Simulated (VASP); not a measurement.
BN, 4 atoms in the cell. It takes space group P6_3mc (No. 186, hexagonal). Conventional cell: a = 2.620 Å, b = 2.620 Å, c = 4.334 Å, α = 90.00°, β = 90.00°, γ = 120.00°. B (site symmetry 3m) has 4 N at 1.61 to 1.63 Å within 2.1 Å. N (site symmetry 3m) has 4 B at 1.61 to 1.63 Å within 2.1 Å.  This cell differs from its parent crystal: strain +3.0%.

| Property | Result |
| --- | --- |
| Program | VASP 6.6.1 |
| Task | single point |
| Functional | PBE |
| Potentials or basis | VASP PAW PBE potentials, release 64 (B, N) |
| Cutoff | 520 eV |
| k mesh | 12 × 12 × 6 |
| Occupations | fermi-dirac, width 0.02 eV |
| Spin | no spin polarisation |
| Dipole correction | no |
| Further INCAR settings | ALGO = Normal; EDIFF = 1e-07; NBANDS = 16 |

Potentials or basis: VASP PAW PBE potentials, release 64 (B, N).

Command:

```bash
$ cat potpaw_PBE.64/B/POTCAR potpaw_PBE.64/N/POTCAR > POTCAR
$ mpirun -np 1 vasp_std > vasp.out
```

Hardware: 1 thread of AMD EPYC 7R13 (shared host).

Question: How long does it take, and how much memory?

Answer: It took 33 s on 1 thread of AMD EPYC 7R13, with other jobs on the host, peak memory 0.12 GiB. Counts: scf iterations 14, k points 76.
